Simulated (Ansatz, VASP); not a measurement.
Two plane-wave programs on MgS

The input INCAR:

```
PREC = Accurate ; ENCUT = 600
EDIFF = 1E-6 ; ISMEAR = 0
SIGMA = 0.1 ; LREAL = F
LASPH = T ; NELM = 80
ALGO = Normal ; ISIF = 3
LWAVE = F ; LCHARG = F
GGA = PE ; IVDW = 12
IBRION = 2 ; NSW = 80
EDIFFG = -0.025
```

KPOINTS

```
regular mesh
0
Gamma
  6 6 1
```

Contents of POSCAR:

```
MgS
1.0
    3.9315220506     -0.0281373805      0.0135589580
   -1.9901287115      3.4270742878     -0.0104723867
    0.0438636561     -0.0137948296     12.8631462635
Mg S
4 4
Direct
    0.6656195870      0.3338544927      0.0375686158
    0.0075430241      0.0113089583      0.2853850962
   -0.0156790055     -0.0052689392      0.7851582159
    0.3141321020      0.6482023345      0.5385550610
    0.6733015786      0.3339957790      0.2310624653
    0.0151687250      0.0086415129      0.9778316842
   -0.0052406181     -0.0190897752      0.4719880660
    0.3451546069      0.6883556370      0.7303788758
```

Input for Ansatz:

```yaml
crystal:
  lattice:
    - [3.9315220506, -0.0281373805, 0.013558958]
    - [-1.9901287115, 3.4270742878, -0.0104723867]
    - [0.0438636561, -0.0137948296, 12.8631462635]
  atoms:
    - { symbol: Mg, position: [0.665619587, 0.3338544927, 0.0375686158] }
    - { symbol: Mg, position: [0.0075430241, 0.0113089583, 0.2853850962] }
    - { symbol: Mg, position: [-0.0156790055, -0.0052689392, 0.7851582159] }
    - { symbol: Mg, position: [0.314132102, 0.6482023345, 0.538555061] }
    - { symbol: S, position: [0.6733015786, 0.333995779, 0.2310624653] }
    - { symbol: S, position: [0.015168725, 0.0086415129, 0.9778316842] }
    - { symbol: S, position: [-0.0052406181, -0.0190897752, 0.471988066] }
    - { symbol: S, position: [0.3451546069, 0.688355637, 0.7303788758] }
basis:
  ecutwfc: 420
kpoints:
  mp_grid: { grid: [6, 6, 1] }
hamiltonian:
  xc: pbe
  dispersion: d3bj
scf:
  occupations: { method: gaussian, width: 0.1 }
  lower_state_search: "off"
output:
  forces: true
  stress: true
  eigenvalues: true
relax:
  adjacent_minimum: "off"
  f_tol: 0.025
  max_steps: 60
  cell: { stress_tol: 0.25 }
```

Change from the starting cell: cell x1, atoms moved at random (sigma 0.05 Å) and cell strained at random (1.5 %), then relaxed without symmetry.

Alike in both runs: task relaxation of cell and atoms; functional PBE; dispersion D3(BJ); k mesh 6 × 6 × 1; occupations gaussian, width 0.1 eV; no spin polarisation.

|  | VASP | Ansatz |
| --- | --- | --- |
| version | VASP 6.6.1 | Ansatz 0.2.0 |
| potentials or method | VASP PAW PBE potentials, release 64 (Mg, S), cutoff 600 eV | scalar-relativistic, plane waves, PAW |
| valence electrons in the cell | 32 | 64 |

```tsv
	VASP	Ansatz	Ansatz less VASP
gap on the k mesh at the Fermi level, each at its own relaxed structure (eV)	3.57	3.55	-0.013
relaxed volume (Å³/atom)	22.22	22.29	+0.069
relaxed length of the cell vector where the two differ most in proportion (Å)	3.982	3.992	+0.0102
```

VASP's potentials hold 32 valence electrons a cell and Ansatz's 64, so a difference there can come from the potentials and not from the codes.

The k mesh is coarse, so the values compare programs but aren't converged.
